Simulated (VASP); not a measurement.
# Mg4Ge3N: relaxation of cell and atoms with PBE

Mg4Ge3N:

```
Mg Ge N
1.0
     3.23104    0.00000    0.00000
    -1.61552    2.79817    0.00000
     0.00000    0.00000   15.60017
Mg Ge N
4 3 1
Direct
  0.66667 0.33333 0.93386
  0.33333 0.66667 0.06614
  0.66667 0.33333 0.63933
  0.33333 0.66667 0.36067
  0.00000 0.00000 0.50000
  0.66667 0.33333 0.22233
  0.33333 0.66667 0.77767
  0.00000 0.00000 0.00000
```

```yaml
Program: VASP 6.6.1
Task: relaxation of cell and atoms
Functional: PBE
Potentials_or_basis: VASP PAW PBE potentials, release 64 (Mg, Ge_d, N)
Cutoff: 600 eV
k_mesh: 12 × 12 × 2
Occupations: gaussian, width 0.1 eV
Spin: no spin polarisation
Dipole_correction: no
Further_INCAR_settings: ALGO = Normal; EDIFF = 1e-06; IBRION = 2; EDIFFG = -0.01; NSW = 100; ISIF = 3
```

The relaxed volume is 17.43 Å³/atom, the relaxed cell is a = 3.196 Å, b = 3.196 Å, c = 15.760 Å, α = 90.00°, β = 90.00°, γ = 120.00° and the space group after relaxing (to 0.1 Å) is P-3m1 (No. 164). The energy gained by relaxing is 2.7 meV/atom, the ionic steps are 14 and the pressure after relaxing is 0.0 GPa. The largest force after relaxing is 0.005 eV/Å. The band gap on the k mesh is zero (an odd number of electrons rules out a gap without spin polarisation).

Forces in eV/Å, atoms in the order of the input:
```
Mg   0.000  0.000 -0.001
Mg   0.000  0.000  0.001
Mg   0.000  0.000  0.005
Mg   0.000  0.000 -0.005
Ge   0.000  0.000  0.000
Ge   0.000  0.000  0.001
Ge   0.000  0.000 -0.001
N    0.000  0.000  0.000
```

Step by step:
| step | energy change (eV) | largest force (eV/Å) | pressure (GPa) | volume (Å³) |
| --- | --- | --- | --- | --- |
| 1 | 0.0000 | 0.0506 | -0.73 | 141.04 |
| 2 | -0.0167 | 0.0752 | 0.05 | 139.41 |
| 3 | -0.0175 | 0.0832 | 0.31 | 138.92 |
| 4 | -0.0191 | 0.0721 | 0.02 | 139.46 |
| 5 | -0.0193 | 0.0689 | -0.04 | 139.62 |
| 6 | -0.0193 | 0.0678 | -0.16 | 139.69 |
| 7 | -0.0193 | 0.0687 | 0.02 | 139.65 |
| 8 | -0.0193 | 0.0683 | -0.12 | 139.67 |
| 9 | -0.0202 | 0.0424 | -0.04 | 139.66 |
| 10 | -0.0209 | 0.0541 | 0.00 | 139.63 |
| 11 | -0.0215 | 0.0318 | -0.02 | 139.63 |
| 12 | -0.0216 | 0.0178 | -0.04 | 139.63 |
| 13 | -0.0216 | 0.0135 | -0.05 | 139.62 |
| 14 | -0.0217 | 0.0046 | -0.05 | 139.42 |

Final structure:
```
Mg Ge N
1.0
     3.19604    0.00000    0.00000
    -1.59802    2.76785    0.00000
     0.00000    0.00000   15.76014
Mg Ge N
4 3 1
Direct
  0.66667 0.33333 0.93424
  0.33333 0.66667 0.06576
  0.66667 0.33333 0.64141
  0.33333 0.66667 0.35859
  0.00000 0.00000 0.50000
  0.66667 0.33333 0.22073
  0.33333 0.66667 0.77927
  0.00000 0.00000 0.00000
```

Levels at points of the mesh, in eV from the Fermi level:
| k point | band 24 | band 25 | band 26 | band 27 | band 28 | band 29 | band 30 | band 31 | band 32 | band 33 |
| --- | --- | --- | --- | --- | --- | --- | --- | --- | --- | --- |
| (0.00, 0.00, 0.00) | -0.14 | -0.14 | -0.09 | 3.34 | 4.11 | 5.81 | 5.81 | 6.18 | 6.18 | 6.23 |
| (0.50, 0.00, 0.00) | -2.13 | -1.39 | -1.29 | -0.94 | -0.26 | 1.18 | 1.86 | 2.87 | 3.01 | 3.29 |
| (0.00, 0.00, 0.50) | -0.14 | -0.14 | 0.94 | 1.99 | 5.53 | 5.80 | 5.80 | 6.19 | 6.19 | 6.19 |
| (0.50, 0.00, 0.50) | -1.87 | -1.80 | -0.94 | -0.90 | -0.63 | 1.48 | 2.23 | 2.45 | 2.87 | 3.31 |

Wall time 16 min on 1 thread of Intel(R) Xeon(R) 6975P-C (Granite Rapids), on a shared host, peak memory 0.44 GiB.

Caveat: an odd number of electrons without spin polarisation forces a metal; a magnetic or distorted state may lie lower.
